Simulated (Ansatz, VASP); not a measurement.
# Na: VASP beside Ansatz

Contents of INCAR:

```
SYSTEM = Na
PREC     = Accurate       ! precision mode
ENCUT    = 520            ! plane-wave cutoff, eV
EDIFF    = 1E-7           ! SCF threshold, eV
ISMEAR   = -1             ! smearing method
SIGMA    = 0.05           ! smearing width, eV
LREAL    = .False.        ! projectors in reciprocal space
LASPH    = .True.         ! aspherical terms in the spheres
NELM     = 80             ! most SCF steps
ALGO     = Normal         ! electronic algorithm
ISIF     = 2              ! what is computed and relaxed
LWAVE    = .False.        ! write WAVECAR
LCHARG   = .False.        ! write CHGCAR
GGA      = PS             ! functional
NBANDS   = 10             ! bands
```

KPOINTS

```
regular mesh
0
Gamma
  12 12 12
  0 0 0
```

File POSCAR:

```
Na
1.0
   -2.1386750000      2.1386750000      2.1175000000
    2.1386750000     -2.1386750000      2.1175000000
    2.1386750000      2.1386750000     -2.1175000000
Na
1
Direct
    0.0000000000      0.0000000000      0.0000000000
```

Input for Ansatz:

```yaml
crystal:
  lattice:
    - [-2.138675, 2.138675, 2.1175]
    - [2.138675, -2.138675, 2.1175]
    - [2.138675, 2.138675, -2.1175]
  atoms:
    - { symbol: Na, position: [0.0, 0.0, 0.0] }
kpoints:
  mp_grid: { grid: [12, 12, 12] }
  band_path:
    path:
      - [0.0, 0.0, 0.0]
      - [0.0, 0.0, 0.5]
      - [-0.5, 0.5, 0.5]
      - [0.0, 0.0, 0.0]
      - [0.4950740124, 0.4950740124, -0.4950740124]
      - [-0.4950740124, 0.5049259876, 0.4950740124]
      - [-0.5, 0.5, 0.5]
      - [0.0, 0.0, 0.5]
      - [0.25, 0.25, 0.25]
    npoints: 5
scf:
  occupations: { method: fermi_dirac, width: 0.05 }
hamiltonian:
  xc: pbesol
  pseudopotentials: { kind: all_electron, lapw: { basis_error: 0.00025 } }
output:
  forces: true
  stress: true
  eigenvalues: true
```

Change from the starting cell: equal xx and yy strain of +1 %.

Alike in both runs: task single point; functional PBEsol; k mesh 12 × 12 × 12; occupations fermi-dirac, width 0.05 eV; no spin polarisation.

|  | VASP | Ansatz |
| --- | --- | --- |
| version | VASP 6.6.1 | Ansatz 0.2.0 |
| potentials or method | VASP PAW PBE potentials, release 64 (Na_pv), cutoff 520 eV | all-electron LAPW, scalar-relativistic |

```csv
,VASP,Ansatz,Ansatz less VASP
pressure (GPa),-0.5,-0.4,+0.01
```

VASP's potentials were made for PBE, not for PBEsol. Ansatz ran all-electron here, and VASP with PAW potentials.
